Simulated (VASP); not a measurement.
A run of VASP 6.6.1:

The input INCAR:

```
PREC = Accurate
ENCUT = 520
EDIFF = 1E-6
ISMEAR = 0
SIGMA = 0.1
LREAL = False
LASPH = True
NELM = 100
ALGO = Normal
ISIF = 2
LWAVE = False
LCHARG = True
GGA = PE
LELF = True
LVHAR = True
NBANDS = 8
```

KPOINTS

```
Automatic mesh
0
Gamma
  10 10 10
```

Contents of POSCAR:

```
Sb
1.0
   -1.8993886021      1.8993886021      1.8993886021
    1.8993886021     -1.8993886021      1.8993886021
    1.8993886021      1.8993886021     -1.8993886021
Sb
1
Direct
    0.0000000000      0.0000000000      0.0000000000
```

Potentials or basis: VASP PAW PBE potentials, release 64 (Sb).

The run is started by

```console
$ cat potpaw_PBE.64/Sb/POTCAR > POTCAR
$ mpirun -np 1 vasp_std > vasp.out
```

Hardware: 1 thread of Intel Xeon 6975P-C (shared host).

Q: Estimate the wall time of this run.

A: Run time: 6.5 s on 1 thread of Intel Xeon 6975P-C, with other jobs on the host, peak memory 0.14 GiB. Counts: scf iterations 9, k points 47.
